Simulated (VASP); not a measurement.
# C (P6_3/mmc) in VASP: notebook

The runs below take C through single point, with r2SCAN.

Program: VASP 6.6.1. These are calculated values, not measurements. Logs are shortened: lines on timing, memory, paths and dates and some standing lists are left out, and cuts for length are marked.

## Step 1: The cell of the first run

The structure is hexagonal, space group P6_3/mmc (No. 194). Conventional cell: a = 2.435 Å, b = 2.435 Å, c = 4.054 Å, α = 90.00°, β = 90.00°, γ = 120.00°. Within 2.0 Å of C (site symmetry 3m) lie 4 C at 1.49 to 1.52 Å.

## Step 2: Single point, r2SCAN (volume scaled by 0.92)

File POSCAR:

```
C
1.0
    2.4346523398      0.0000000000      0.0000000000
   -1.2173261699      2.1084707757      0.0000000000
    0.0000000000      0.0000000000      4.0544519187
C
4
Direct
    0.3333333333      0.6666666667      0.0627304278
    0.6666666667      0.3333333333      0.5627304278
    0.3333333333      0.6666666667      0.4372695722
    0.6666666667      0.3333333333      0.9372695722
```

File INCAR.step1:

```
SYSTEM = C
PREC = Accurate
ENCUT = 520
ISMEAR = -1
SIGMA = 0.05
LREAL = .FALSE.
LASPH = .TRUE.
NELM = 80
NBANDS = 16
GGA = PE
ALGO = Normal
EDIFF = 1E-4
LWAVE = .TRUE.
LCHARG = .FALSE.
```

File INCAR.step2:

```
SYSTEM = C
PREC = Accurate
ENCUT = 520
EDIFF = 1E-7
ISMEAR = -1
SIGMA = 0.05
LREAL = .FALSE.
LASPH = .TRUE.
NELM = 80
ALGO = Normal
ISIF = 2
LWAVE = .FALSE.
LCHARG = .FALSE.
METAGGA = R2SCAN
LMIXTAU = .TRUE.
NBANDS = 16
ISTART = 1
```

File KPOINTS:

```
regular mesh
0
G
  12 12 7
  0 0 0
```

Potentials or basis: VASP PAW PBE potentials, release 64 (C).

Launch:

```console
> cat potpaw_PBE.64/C/POTCAR > POTCAR
> cp INCAR.step1 INCAR
> mpirun -np 1 vasp_std > vasp.out
> cp INCAR.step2 INCAR
> mpirun -np 1 vasp_std > vasp.out
```

OUTCAR:

```text
SYSTEM = C
   PREC = Accurate
   ENCUT = 520
   EDIFF = 1E-7
   ISMEAR = -1
   LREAL = .FALSE.
   LASPH = .TRUE.
   NELM = 80
   ISIF = 2
   METAGGA = R2SCAN
   ISTART = 1

 ion  position               nearest neighbor table
   1  0.333  0.667  0.063-   4 1.49   4 1.49   4 1.49   3 1.52
   2  0.667  0.333  0.563-   3 1.49   3 1.49   3 1.49   4 1.52
   3  0.333  0.667  0.437-   2 1.49   2 1.49   2 1.49   1 1.52
   4  0.667  0.333  0.937-   1 1.49   1 1.49   1 1.49   2 1.52

  LATTYP: Found a hexagonal cell.
 ALAT       =     2.4346523398
 C/A-ratio  =     1.6653104233

  Lattice vectors:

 A1 = (   2.4346523398,   0.0000000000,   0.0000000000)
 A2 = (  -1.2173261699,   2.1084707757,   0.0000000000)
 A3 = (   0.0000000000,   0.0000000000,   4.0544519187)

Analysis of symmetry for initial positions (statically):
=====================================================================
 Subroutine PRICEL returns:
 Original cell was already a primitive cell.

 Routine SETGRP: Setting up the symmetry group for a
 hexagonal supercell.

 Subroutine GETGRP returns: Found 24 space group operations
 (whereof 12 operations were pure point group operations)
 out of a pool of 24 trial point group operations.

The static configuration has the point symmetry D_3d.
 The point group associated with its full space group is D_6h.

Analysis of symmetry for dynamics (positions and initial velocities):
=====================================================================
 Subroutine PRICEL returns:
 Original cell was already a primitive cell.

 Routine SETGRP: Setting up the symmetry group for a
 hexagonal supercell.

 Subroutine GETGRP returns: Found 24 space group operations
 (whereof 12 operations were pure point group operations)
 out of a pool of 24 trial point group operations.

The dynamic configuration has the point symmetry D_3d.
 The point group associated with its full space group is D_6h.

 Subroutine INISYM returns: Found 24 space group operations
 (whereof 12 operations are pure point group operations),
 and found     1 'primitive' translations

----------------------------------------------------------------------------------------

                                     Primitive cell

  volume of cell :      20.8131

  direct lattice vectors                    reciprocal lattice vectors
     2.434652340  0.000000000  0.000000000     0.410736261  0.237138691  0.000000000
    -1.217326170  2.108470776  0.000000000     0.000000000  0.474277382  0.000000000
     0.000000000  0.000000000  4.054451919     0.000000000  0.000000000  0.246642461

  length of vectors
     2.434652340  2.434652340  4.054451919     0.474277382  0.474277382  0.246642461

  position of ions in fractional coordinates (direct lattice)
     0.333333333  0.666666667  0.062730428
     0.666666667  0.333333333  0.562730428
     0.333333333  0.666666667  0.437269572
     0.666666667  0.333333333  0.937269572

  ion indices of the primitive-cell ions
   primitive index   ion index
                 1           1
                 2           2
                 3           3
                 4           4

----------------------------------------------------------------------------------------

 KPOINTS: regular mesh

Automatic generation of k-mesh.
 Grid dimensions read from file:
 generate k-points for:   12   12    7

 Generating k-lattice:

  Cartesian coordinates                     Fractional coordinates (reciprocal lattice)
     0.034228022  0.019761558  0.000000000     0.083333333 -0.000000000  0.000000000
     0.000000000  0.039523115  0.000000000     0.000000000  0.083333333  0.000000000
     0.000000000  0.000000000  0.035234637     0.000000000  0.000000000  0.142857143

  Length of vectors
     0.039523115  0.039523115  0.035234637

  Shift w.r.t. Gamma in fractional coordinates (k-lattice)
     0.000000000  0.000000000  0.000000000

 Subroutine IBZKPT returns following result:
 ===========================================

 Found     76 irreducible k-points:

 Following reciprocal coordinates:
            Coordinates               Weight
  0.000000  0.000000  0.000000      1.000000
  0.083333  0.000000  0.000000      6.000000
  0.166667  0.000000  0.000000      6.000000
  0.250000  0.000000  0.000000      6.000000
  0.333333  0.000000  0.000000      6.000000
  0.416667  0.000000  0.000000      6.000000
[... 16 lines left out ...]
  0.250000  0.000000  0.142857     12.000000
  0.333333  0.000000  0.142857     12.000000
 [... further k-points ...]
   k-points           NKPTS =     76   k-points in BZ     NKDIM =     76   number of bands    NBANDS=     16
   number of dos      NEDOS =    301   number of ions     NIONS =      4
   total plane-waves  NPLWV =   9720
   dimension x,y,z NGX =    18 NGY =   18 NGZ =   30
   dimension x,y,z NGXF=    36 NGYF=   36 NGZF=   60
   ions per type =               4
   NGX,Y,Z   is equivalent  to a cutoff of  12.29, 12.29, 12.30 a.u.
   NGXF,Y,Z  is equivalent  to a cutoff of  24.58, 24.58, 24.60 a.u.
 SYSTEM =  C
   PREC   = accura    normal or accurate (medium, high low for compatibility)
   ISTART =      1    job   : 0-new  1-cont  2-samecut
   ICHARG =      0    charge: 1-file 2-atom 10-const
   ISPIN  =      1    spin polarized calculation?
   LNONCOLLINEAR =      F non collinear calculations
   LSORBIT =      F    spin-orbit coupling
   LASPH  =      T    aspherical Exc in radial PAW
   ENCUT  =  520.0 eV  38.22 Ry    6.18 a.u.   4.53  4.53  7.54*2*pi/ulx,y,z
   NELM   =     80;   NELMIN=  2; NELMDL=  0     # of ELM steps
   EDIFF  = 0.1E-06   stopping-criterion for ELM
   LREAL  =      F    real-space projection
   EDIFFG = 0.1E-05   stopping-criterion for IOM
   NSW    =      0    number of steps for IOM
   IBRION =     -1    ionic relax: 0-MD 1-quasi-New 2-CG
   NFREE  =      0    steps in history (QN), initial steepest desc. (CG)
   ISIF   =      2    stress and relaxation
   ISYM   =      2    0-nonsym 1-usesym 2-fastsym
   POTIM  = 0.5000    time-step for ionic-motion
   TEBEG  =    0.0;   TEEND  =   0.0 temperature during run
   PSTRESS=    0.0 pullay stress
   NELECT =      16.0000    total number of electrons
   NUPDOWN=      -1.0000    fix difference up-down
   EMIN   =  10.00;   EMAX   =-10.00  energy-range for DOS
   EFERMI =   0.00;   METHOD = LEGACY
   ISMEAR =    -1;   SIGMA  =   0.05  broadening in eV -4-tet -1-fermi 0-gaus
   EFERMI_NEDOS =   21; number of points for ismear=-14 and -15
   IALGO  =     38    algorithm
   IMIX   =      4    mixing-type and parameters
     AMIX     =   0.40;   BMIX     =  1.00
     AMIX_MAG =   1.60;   BMIX_MAG =  1.00
  volume/ion in A,a.u.               =       5.20        35.11
  Fermi-wavevector in a.u.,A,eV,Ry     =   1.499694  2.834010 30.600611  2.249081
  Thomas-Fermi vector in A             =   2.611291
   LORBIT       =      0    0 simple, 1 ext, 2 COOP (PROOUT), +10 PAW based schemes
   METAGGA = R2SCAN    functional components
   LHFCALC =     F    Hartree Fock is set to
   AEXX    =    0.0000 exact exchange contribution
   IVDW    =     0    specifies the selected vdW correction
   LEPSILON=     F    determine dielectric tensor
   LRPA    =     F    only Hartree local field effects (RPA)
 non-spin polarized calculation
  energy-cutoff  :      520.00
  volume of cell :       20.81
 maximum number of plane-waves:       574
   NGX =  9   NGY =  9   NGZ = 15

 number of electron      15.9999998 magnetization

 Free energy of the ion-electron system (eV)
  ---------------------------------------------------
  ext. energy  EPLUGINS =         0.00000000
  ---------------------------------------------------
  free energy    TOTEN  =       -38.95429073 eV

  energy without entropy =      -38.95429073  energy(sigma->0) =      -38.95429073

 E-fermi :  12.2635     XC(G=0): -14.7300

 val. band max:       11.3532958797   @ k =   0.0000   0.0000   0.0000
 cond. band min:      14.6211051612   @ k =   0.3333   0.3333   0.0000
 fundamental gap:      3.2678092815
 Fermi energy:        12.2635179580

 k-point     1 :       0.0000    0.0000    0.0000
  band No.  band energies     occupation
      1     -12.9412      2.00000
      2      -6.7051      2.00000
      3      -4.0821      2.00000
      4       7.7941      2.00000
      5       7.7941      2.00000
      6      10.7863      2.00000
[... 8 lines left out ...]
     15      28.3034      0.00000
     16      30.9038      0.00000

 k-point     2 :       0.0833    0.0000    0.0000
  band No.  band energies     occupation
      1     -12.7503      2.00000
      2      -6.5327      2.00000
      3      -3.9020      2.00000
      4       6.8378      2.00000
      5       7.3822      2.00000
      6      10.4884      2.00000
[... 8 lines left out ...]
     15      28.5019      0.00000
     16      29.9776      0.00000

 k-point     3 :       0.1667    0.0000    0.0000
  band No.  band energies     occupation
      1     -12.1788      2.00000
      2      -6.0169      2.00000
      3      -3.3732      2.00000
      4       4.5936      2.00000
      5       6.4505      2.00000
      6       8.5957      2.00000
[... 8 lines left out ...]
     15      27.6666      0.00000
     16      29.0921      0.00000

 k-point     4 :       0.2500    0.0000    0.0000
  band No.  band energies     occupation
      1     -11.2342      2.00000
      2      -5.1630      2.00000
      3      -2.5494      2.00000
      4       1.9334      2.00000
      5       5.4493      2.00000
      6       6.2569      2.00000
[... 8 lines left out ...]
     15      27.6067      0.00000
     16      29.2263      0.00000
[... 324 lines left out ...]
 k-point    22 :       0.1667    0.0000    0.1429
  band No.  band energies     occupation
      1     -12.0270      2.00000
      2      -7.0080      2.00000
      3      -2.1363      2.00000
      4       4.7270      2.00000
      5       6.5801      2.00000
      6       8.1467      2.00000
[... 8 lines left out ...]
     15      27.9976      0.00000
     16      28.9618      0.00000

 k-point    23 :       0.2500    0.0000    0.1429
  band No.  band energies     occupation
      1     -11.0835      2.00000
      2      -6.1269      2.00000
      3      -1.3776      2.00000
      4       2.0923      2.00000
      5       5.5818      2.00000
      6       5.7704      2.00000
[... 8 lines left out ...]
     15      27.0162      0.00000
     16      29.1123      0.00000

 k-point    24 :       0.3333    0.0000    0.1429
  band No.  band energies     occupation
      1      -9.7852      2.00000
      2      -4.9232      2.00000
      3      -1.2425      2.00000
      4       0.3208      2.00000
      5       3.3355      2.00000
      6       4.7645      2.00000
[... 8 lines left out ...]
     15      27.9368      0.00000
     16      30.4544      0.00000

 [... further k-points ...]
[... 5 lines left out ...]
  --------------------------------------------------------------------------------------
  -------------------------------------------------------------------------------------
  Total        5.8533928      5.8533928      5.9528592      0.0000000      0.0000000     -0.0000000
  in kB      450.5900106    450.5900106    458.2468586      0.0000000      0.0000000     -0.0000000
  external PRESSURE =     453.1422933 kB  Pullay stress =       0.0000000 kB

 VOLUME and BASIS-vectors are now :
 -----------------------------------------------------------------------------
  energy-cutoff  :      520.00
  volume of cell :       20.81
      direct lattice vectors                 reciprocal lattice vectors
     2.434652340  0.000000000  0.000000000     0.410736261  0.237138691  0.000000000
    -1.217326170  2.108470776  0.000000000     0.000000000  0.474277382  0.000000000
     0.000000000  0.000000000  4.054451919     0.000000000  0.000000000  0.246642461

 POSITION                                       TOTAL-FORCE (eV/Angst)
 -----------------------------------------------------------------------------------
     -0.00000      1.40565      0.25434        -0.000000     -0.000000      0.122220
      1.21733      0.70282      2.28156         0.000000      0.000000      0.122220
     -0.00000      1.40565      1.77289        -0.000000      0.000000     -0.122220
      1.21733      0.70282      3.80011         0.000000      0.000000     -0.122220
 -----------------------------------------------------------------------------------
    total drift:                               -0.000000      0.000000      0.000000

  FREE ENERGIE OF THE ION-ELECTRON SYSTEM (eV)
  ---------------------------------------------------
  free  energy   TOTEN  =       -38.9542907306 eV

  energy  without entropy=      -38.9542907306  energy(sigma->0) =      -38.95429073
```

It took 32 s on 1 thread of Intel Xeon 6975P-C (Granite Rapids), shared host; peak memory 0.13 GiB.

Results:

```yaml
Free_energy: -38.9543 eV
Pressure: 45.3 GPa
Largest_force: 0.122 eV/Å
Band_gap_on_the_k_mesh: 3.27 eV, indirect (least direct gap 5.33 eV)
```

Forces in eV/Å, atoms in the order of the input:
```
C    0.000  0.000  0.122
C    0.000  0.000  0.122
C    0.000  0.000 -0.122
C    0.000  0.000 -0.122
```

Levels at points of the mesh, in eV from the valence-band top:
| k point | band 6 | band 7 | band 8 | band 9 | band 10 | band 11 |
| --- | --- | --- | --- | --- | --- | --- |
| (0.00, 0.00, 0.00) | -0.57 | 0.00 | 0.00 | 5.33 | 5.33 | 5.79 |
| (0.50, 0.00, 0.00) | -7.43 | -6.83 | -3.62 | 4.92 | 8.76 | 9.03 |

Caveat: the cell differs from its parent crystal (volume scaled by 0.92); the PAW data sets were made with another functional, which shifts forces and pressure a little. A k mesh can miss the band edges.

## Step 3: Single point, r2SCAN (volume scaled by 0.96)

File POSCAR:

```
C
1.0
    2.4694377872      0.0000000000      0.0000000000
   -1.2347188936      2.1385958568      0.0000000000
    0.0000000000      0.0000000000      4.1123804868
C
4
Direct
    0.3333333333      0.6666666667      0.0627304278
    0.6666666667      0.3333333333      0.5627304278
    0.3333333333      0.6666666667      0.4372695722
    0.6666666667      0.3333333333      0.9372695722
```

File INCAR.step1:

```
SYSTEM = C
PREC = Accurate ; ENCUT = 520
ISMEAR = -1 ; SIGMA = 0.05
LREAL = .False. ; LASPH = .True.
NELM = 100 ; NBANDS = 16
GGA = PE ; ALGO = Normal
EDIFF = 1E-4 ; LWAVE = .True.
LCHARG = .False.
```

File INCAR.step2:

```
SYSTEM = C
PREC = Accurate ; ENCUT = 520
EDIFF = 1E-6 ; ISMEAR = -1
SIGMA = 0.05 ; LREAL = .False.
LASPH = .True. ; NELM = 100
ALGO = Normal ; ISIF = 2
LWAVE = .False. ; LCHARG = .True.
METAGGA = R2SCAN ; LMIXTAU = .True.
LELF = .True. ; LVHAR = .True.
NBANDS = 16 ; ISTART = 1
```

File KPOINTS:

```
Automatic mesh
0
Gamma
  12 12 7
  0 0 0
```

Potentials or basis: VASP PAW PBE potentials, release 64 (C).

Launch:

```console
> cat potpaw_PBE.64/C/POTCAR > POTCAR
> cp INCAR.step1 INCAR
> mpirun -np 1 vasp_std > vasp.out
> cp INCAR.step2 INCAR
> mpirun -np 1 vasp_std > vasp.out
```

It took 32 s on 1 thread of Intel Xeon 6975P-C (Granite Rapids), shared host; peak memory 0.13 GiB.

It converged, with:

```
Free energy            : -39.1418 eV
Pressure               : 21.1 GPa
Largest force          : 0.063 eV/Å
Band gap on the k mesh : 3.42 eV, indirect (least direct gap 5.26 eV)
```

Forces in eV/Å, atoms in the order of the input:
```
C    0.000  0.000  0.063
C    0.000  0.000  0.063
C    0.000  0.000 -0.063
C    0.000  0.000 -0.063
```

Stress tensor (GPa, compression positive):
```
21.02  0.00  0.00
 0.00 21.02  0.00
 0.00  0.00 21.36
```

Levels at points of the mesh, in eV from the valence-band top:
```tsv
k point	band 5	band 6	band 7	band 8	band 9	band 10	band 11	band 12
(0.00, 0.00, 0.00)	-3.41	-0.53	0.00	0.00	5.26	5.26	5.68	8.99
(0.50, 0.00, 0.00)	-10.13	-7.13	-6.52	-3.48	4.82	8.67	8.87	9.01
```

Caveat: the cell differs from its parent crystal (volume scaled by 0.96); the PAW data sets were made with another functional, which shifts forces and pressure a little.

## Step 4: Single point, r2SCAN

This run uses another cell than the first one, of 5.66 Å³/atom, 1.087 times its volume.

File POSCAR:

```
C
1.0
    2.5032699062      0.0000000000      0.0000000000
   -1.2516349531      2.1678953313      0.0000000000
    0.0000000000      0.0000000000      4.1687214673
C
4
Direct
    0.3333333333      0.6666666667      0.0627304278
    0.6666666667      0.3333333333      0.5627304278
    0.3333333333      0.6666666667      0.4372695722
    0.6666666667      0.3333333333      0.9372695722
```

File INCAR.step1:

```
SYSTEM = C
ALGO     = Normal         ! electronic algorithm
EDIFF    = 1E-4           ! SCF threshold, eV
ENCUT    = 520            ! plane-wave cutoff, eV
GGA      = PE             ! functional
ISMEAR   = -1             ! smearing method
LASPH    = .True.         ! aspherical terms in the spheres
LCHARG   = .False.        ! write CHGCAR
LREAL    = .False.        ! projectors in reciprocal space
LWAVE    = .True.         ! write WAVECAR
NBANDS   = 16             ! bands
NELM     = 80             ! most SCF steps
PREC     = Accurate       ! precision mode
SIGMA    = 0.05           ! smearing width, eV
```

File INCAR.step2:

```
SYSTEM = C
ALGO     = Normal         ! electronic algorithm
EDIFF    = 1E-6           ! SCF threshold, eV
ENCUT    = 520            ! plane-wave cutoff, eV
ISIF     = 2              ! what is computed and relaxed
ISMEAR   = -1             ! smearing method
ISTART   = 1            
LASPH    = .True.         ! aspherical terms in the spheres
LCHARG   = .True.         ! write CHGCAR
LELF     = .True.         ! ELF
LMIXTAU  = .True.       
LREAL    = .False.        ! projectors in reciprocal space
LVHAR    = .True.       
LWAVE    = .False.        ! write WAVECAR
METAGGA  = R2SCAN         ! meta-GGA
NBANDS   = 16             ! bands
NELM     = 80             ! most SCF steps
PREC     = Accurate       ! precision mode
SIGMA    = 0.05           ! smearing width, eV
```

File KPOINTS:

```
k-points
0
Gamma
  12 12 7
  0 0 0
```

Launch:

```console
> cat potpaw_PBE.64/C/POTCAR > POTCAR
> cp INCAR.step1 INCAR
> mpirun -np 1 vasp_std > vasp.out
> cp INCAR.step2 INCAR
> mpirun -np 1 vasp_std > vasp.out
```

Run time: 41 s. Hardware: 1 thread of Intel Xeon 6975P-C (Granite Rapids), shared host; peak memory 0.14 GiB.

Results (log left out):

```yaml
Free_energy: -39.2047 eV
Pressure: 1.0 GPa
Largest_force: 0.010 eV/Å
Band_gap_on_the_k_mesh: 3.56 eV, indirect (least direct gap 5.19 eV)
```

Forces on the atoms (eV/Å):
```
C    0.000  0.000  0.010
C    0.000  0.000  0.010
C    0.000  0.000 -0.010
C    0.000  0.000 -0.010
```

Levels at points of the mesh, in eV from the valence-band top:
```
           k point  band 6  band 7  band 8  band 9  band 10  band 11
(0.00, 0.00, 0.00)   -0.50    0.00    0.00    5.19     5.19     5.58
(0.50, 0.00, 0.00)   -6.85   -6.24   -3.35    4.72     8.58     8.72
```

Caveat: the PAW data sets were made with another functional, which shifts forces and pressure a little. A k mesh can miss the band edges.

## Step 5: Overview

```tsv
cell	gap on the mesh (eV)	pressure (GPa)	largest force (eV/Å)
a = 2.435, b = 2.435, c = 4.054 Å, angles 90.0, 90.0, 120.0°, 4 atoms	3.27	45.3	0.12
a = 2.469, b = 2.469, c = 4.112 Å, angles 90.0, 90.0, 120.0°, 4 atoms	3.42	21.1	0.06
a = 2.503, b = 2.503, c = 4.169 Å, angles 90.0, 90.0, 120.0°, 4 atoms	3.56	1.0	0.01
```

Alike in all rows: task single point; level r2SCAN; potentials or basis VASP PAW PBE potentials, release 64 (C); no spin polarisation; k mesh 12 × 12 × 7; cutoff (eV) 520; smearing fermi-dirac 0.05 eV.

Caveats: the PAW data sets were made with another functional, which shifts forces and pressure a little.

Absolute energies hang on the potentials; compare differences alone.
